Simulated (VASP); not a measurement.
# Ru (P6/mmm) in VASP: further runs, part 2 of 2

VASP 6.6.1. The steps go on from the part before.

## 4. Relaxation of cell and atoms, PBE, collinear spin, ferromagnetic start

This run uses another cell than the first one, of 13.55 Å³/atom.

Input file INCAR:

```
PREC = Accurate
ENCUT = 600
EDIFF = 1E-6
ISMEAR = -1
SIGMA = 0.05
LREAL = F
LASPH = T
NELM = 150
ALGO = Normal
ISIF = 3
LWAVE = F
LCHARG = F
ISPIN = 2
MAGMOM = 1 1 1
LORBIT = 11
LMAXMIX = 4
GGA = PE
IBRION = 2
NSW = 80
EDIFFG = -0.01
```

Input file KPOINTS:

```
regular mesh
0
Gamma
  9 9 12
```

Input file POSCAR:

```
Ru
1.0
    4.2469224303      0.0000000000      0.0000000000
   -2.1234612151      3.6779427125      0.0000000000
    0.0000000000      0.0000000000      2.6033634498
Ru
3
Direct
    0.0000000000      0.0000000000      0.0000000000
    0.3333333333      0.6666666667      0.5000000000
    0.6666666667      0.3333333333      0.5000000000
```

Potentials or basis: VASP PAW PBE potentials, release 64 (Ru_pv).

On the command line:

```sh
$ cat potpaw_PBE.64/Ru_pv/POTCAR > POTCAR
$ mpirun -np 1 vasp_std > vasp.out
```

OUTCAR:

```text
PREC = Accurate
   ENCUT = 600
   EDIFF = 1E-6
   ISMEAR = -1
   LREAL = F
   LASPH = T
   NELM = 150
   ISIF = 3
   ISPIN = 2
   LORBIT = 11
   GGA = PE
   IBRION = 2
   NSW = 80
   EDIFFG = -0.01

 ion  position               nearest neighbor table
   1  0.000  0.000  0.000-   2 2.78   3 2.78   2 2.78   3 2.78   2 2.78   2 2.78   3 2.78   3 2.78
                             3 2.78   3 2.78   2 2.78   2 2.78
   2  0.333  0.667  0.500-   3 2.45   3 2.45   3 2.45   1 2.78   1 2.78   1 2.78   1 2.78   1 2.78
                             1 2.78
   3  0.667  0.333  0.500-   2 2.45   2 2.45   2 2.45   1 2.78   1 2.78   1 2.78   1 2.78   1 2.78
                             1 2.78

  LATTYP: Found a hexagonal cell.
 ALAT       =     4.2469224303
 C/A-ratio  =     0.6130000000

  Lattice vectors:

 A1 = (   4.2469224303,   0.0000000000,   0.0000000000)
 A2 = (  -2.1234612151,   3.6779427125,   0.0000000000)
 A3 = (   0.0000000000,   0.0000000000,   2.6033634498)

Analysis of symmetry for initial positions (statically):
=====================================================================
 Subroutine PRICEL returns:
 Original cell was already a primitive cell.

 Routine SETGRP: Setting up the symmetry group for a
 hexagonal supercell.

 Subroutine GETGRP returns: Found 24 space group operations
 (whereof 24 operations were pure point group operations)
 out of a pool of 24 trial point group operations.

[... 190 lines left out ...]
  in kB       89.4904431     89.4904431    195.3790377      0.0000000     -0.0000000     -0.0000000
  external PRESSURE =     124.7866413 kB  Pullay stress =       0.0000000 kB
[... 221 lines left out ...]
 number of electron      42.0000003 magnetization       0.0000009

 number of electron      42.0000003 magnetization      -0.0000006

 Free energy of the ion-electron system (eV)
  ---------------------------------------------------
  ext. energy  EPLUGINS =         0.00000000
  ---------------------------------------------------
  free energy    TOTEN  =       -26.94512157 eV

  energy without entropy =      -26.91593682  energy(sigma->0) =      -26.93052919

 E-fermi :  12.3548     XC(G=0): -13.8686

 val. band max:       12.3284427083   @ k =   0.3333   0.3333   0.2500
 cond. band min:      12.3612524692   @ k =   0.2222   0.2222   0.2500
 fundamental gap:      0.0328097609
 Fermi energy:        12.3547542405

 spin component 1

 k-point     1 :       0.0000    0.0000    0.0000
  band No.  band energies     occupation
      1     -31.2259      1.00000
      2     -31.2259      1.00000
      3     -30.8399      1.00000
      4     -30.8399      1.00000
      5     -30.5746      1.00000
      6     -30.3313      1.00000
[... 709 lines left out ...]
     26      13.7336      0.00000
     27      13.9065      0.00000

 [... further k-points ...]

 spin component 2

 k-point     1 :       0.0000    0.0000    0.0000
  band No.  band energies     occupation
      1     -31.2259      1.00000
      2     -31.2259      1.00000
      3     -30.8399      1.00000
      4     -30.8399      1.00000
      5     -30.5746      1.00000
      6     -30.3313      1.00000
[... 741 lines left out ...]
  FREE ENERGIE OF THE ION-ELECTRON SYSTEM (eV)
  ---------------------------------------------------
  free  energy   TOTEN  =       -26.9451215676 eV

  energy  without entropy=      -26.9159368221  energy(sigma->0) =      -26.93052919

 reached required accuracy - stopping structural energy minimisation

 total charge

# of ion       s       p       d       tot
------------------------------------------
    1        0.369   6.271   5.900  12.540
    2        0.408   6.300   5.969  12.678
    3        0.408   6.300   5.969  12.678
--------------------------------------------------
tot          1.186  18.871  17.838  37.895

 magnetization (x)

# of ion       s       p       d       tot
------------------------------------------
    1       -0.000  -0.000  -0.000  -0.000
    2        0.000  -0.000   0.000   0.000
    3        0.000  -0.000   0.000   0.000
--------------------------------------------------
tot          0.000  -0.000   0.000   0.000
```

OSZICAR:

```text
N       E                     dE             d eps       ncg     rms          rms(c)
DAV:   1     0.518053547073E+03    0.51805E+03   -0.27270E+04  9072   0.188E+03
DAV:   2    -0.131131382111E+02   -0.53117E+03   -0.52055E+03  9504   0.553E+02
[... 63 lines left out ...]
DAV:   7    -0.269451222849E+02   -0.24621E-06   -0.15798E-06  5918   0.103E-02
   6 F= -.26945122E+02 E0= -.26930532E+02  d E =-.615452E-02  mag=    -0.0000
       N       E                     dE             d eps       ncg     rms          rms(c)
DAV:   1    -0.269451444845E+02   -0.22446E-04   -0.81215E-04  9150   0.211E-01    0.301E-02
DAV:   2    -0.269451249243E+02    0.19560E-04   -0.29575E-05  9228   0.446E-02    0.119E-02
DAV:   3    -0.269451218560E+02    0.30683E-05   -0.12810E-05  9496   0.229E-02    0.639E-03
DAV:   4    -0.269451215676E+02    0.28842E-06   -0.34468E-06  5156   0.182E-02
   7 F= -.26945122E+02 E0= -.26930529E+02  d E =-.615380E-02  mag=     0.0000
```

CONTCAR:

```text
Ru
   1.00000000000000
     4.2684088753687393    0.0000000000002819   -0.0000000000000000
    -2.1342044376338722    3.6965505197657866   -0.0000000000000000
     0.0000000000000000   -0.0000000000000000    2.6807861430179121
  Ru
     3
Direct
     1.0000000000000000    1.0000000000000000    0.0000000000000000
     0.3333333332999970    0.6666666667000030    0.5000000000000000
     0.6666666667000030    0.3333333332999970    0.5000000000000000

  0.00000000E+00  0.00000000E+00  0.00000000E+00
  0.00000000E+00  0.00000000E+00  0.00000000E+00
  0.00000000E+00  0.00000000E+00  0.00000000E+00
```

Run time: 27 min. Hardware: 1 thread of Oxide Virtual Turin-like, shared host; peak memory 0.28 GiB.

What came out:

```yaml
Free_energy: -26.9451 eV
Relaxed_volume: 14.10 Å³/atom
Relaxed_cell: a = 4.268 Å, b = 4.268 Å, c = 2.681 Å, α = 90.00°, β = 90.00°, γ = 120.00°
Space_group_after_relaxing_to_0.1_Å: P6/mmm (No. 191)
Energy_gained_by_relaxing: 27.4 meV/atom
Ionic_steps: 7
Pressure_after_relaxing: 0.1 GPa
Band_gap_on_the_k_mesh: zero (filled and empty bands overlap)
Net_moment: 0.00 μB per cell
Valence_electrons_inside_the_program's_atomic_spheres: Ru 12.54, 12.68 (each value once)
```

Step by step:
| step | energy change (eV) | largest force (eV/Å) | pressure (GPa) | volume (Å³) |
| --- | --- | --- | --- | --- |
| 1 | 0.0000 | 0.0000 | 12.48 | 40.66 |
| 2 | 0.3309 | 0.0000 | -24.25 | 47.17 |
| 3 | -0.0757 | 0.0000 | -1.56 | 42.51 |
| 4 | -0.0759 | 0.0000 | -1.07 | 42.43 |
| 5 | -0.0786 | 0.0000 | 1.00 | 42.20 |
| 6 | -0.0821 | 0.0000 | 0.07 | 42.30 |
| 7 | -0.0821 | 0.0000 | 0.10 | 42.30 |

Final structure:
```cif
data_structure
_symmetry_space_group_name_H-M 'P 1'
_symmetry_Int_Tables_number 1
_cell_length_a 4.2684
_cell_length_b 4.2684
_cell_length_c 2.6808
_cell_angle_alpha 90.000
_cell_angle_beta 90.000
_cell_angle_gamma 120.000
_cell_volume 42.30
loop_
_atom_site_label
_atom_site_type_symbol
_atom_site_fract_x
_atom_site_fract_y
_atom_site_fract_z
_atom_site_occupancy
Ru1 Ru 0.00000 0.00000 0.00000 1
Ru2 Ru 0.33333 0.66667 0.50000 1
Ru3 Ru 0.66667 0.33333 0.50000 1
```

## 5. Summary

```tsv
task	potentials or basis	spin	cell	k mesh	cutoff (eV)	smearing	gap on the mesh (eV)	pressure (GPa)	moment (μB)
single point	VASP PAW PBE potentials, release 64 (Ru_pv)	collinear, ferromagnetic start	a = 4.269, b = 4.269, c = 2.682 Å, angles 90.0, 90.0, 120.0°, 3 atoms	11 × 11 × 15	500	fermi-dirac 0.05 eV	none	0.0	0.00
single point	VASP PAW PBE potentials, release 64 (Ru_sv)	off	a = 4.092, b = 4.092, c = 2.571 Å, angles 90.0, 90.0, 120.0°, 3 atoms	10 × 10 × 13	560	fermi-dirac 0.1 eV	none	50.2	-
relaxation of cell and atoms	VASP PAW PBE potentials, release 64 (Ru_pv)	collinear, ferromagnetic start	relaxed from a = 4.247, b = 4.247, c = 2.603 Å, angles 90.0, 90.0, 120.0°, 3 atoms	9 × 9 × 12	600	fermi-dirac 0.05 eV	none	0.1	0.00
```

Alike in all rows: level PBE.

Caveats: the stress differs along the axes, from 47 to 52 GPa (at least some runs).

Absolute energies hang on the potentials; compare differences alone.

The gap in the log of VASP goes by the Fermi energy; the results here count the filled bands.